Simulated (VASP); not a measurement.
Here is a VASP 6.6.1 calculation.

The input INCAR:

```
  PREC = Accurate
  ENCUT = 520
  EDIFF = 1E-6
  ISMEAR = 1
  SIGMA = 0.2699
  LREAL = False
  LASPH = True
  NELM = 60
  ALGO = Normal
  ISIF = 2
  LWAVE = False
  LCHARG = False
  GGA = PE
  NBANDS = 31
```

KPOINTS

```
Automatic mesh
0
Gamma
  6 6 6
```

The input POSCAR:

```
Sb2Br4O
1.0
    0.0000000000      4.8928780000      0.0000000000
    4.8928780000      0.0000000000      0.0000000000
    2.4464390000      2.4464390000     -8.5816650000
Br O Sb
4 1 2
Direct
    0.3275100000      0.3275100000      0.3449800000
    0.6724900000      0.6724900000      0.6550200000
    0.5000000000      0.0000000000      0.0000000000
    0.0000000000      0.5000000000      0.0000000000
    0.5000000000      0.5000000000      0.0000000000
    0.1368000000      0.1368000000      0.7264000000
    0.8632000000      0.8632000000      0.2736000000
```

Potentials or basis: VASP PAW PBE potentials, release 64 (Br, O, Sb).

Run with:

```sh
$ cat potpaw_PBE.64/Br/POTCAR potpaw_PBE.64/O/POTCAR potpaw_PBE.64/Sb/POTCAR > POTCAR
$ mpirun -np 1 vasp_std > vasp.out
```

(1) What does it give for the largest force?

(2) Predict the band gap on the k mesh.

Answers

(1) 0.784 eV/Å.

(2) zero (band 22 reaches 3.57 eV, above the bottom of band 23 at 2.45 eV).

Caveat: spin-orbit coupling is left out, which moves the levels of the heavy elements.
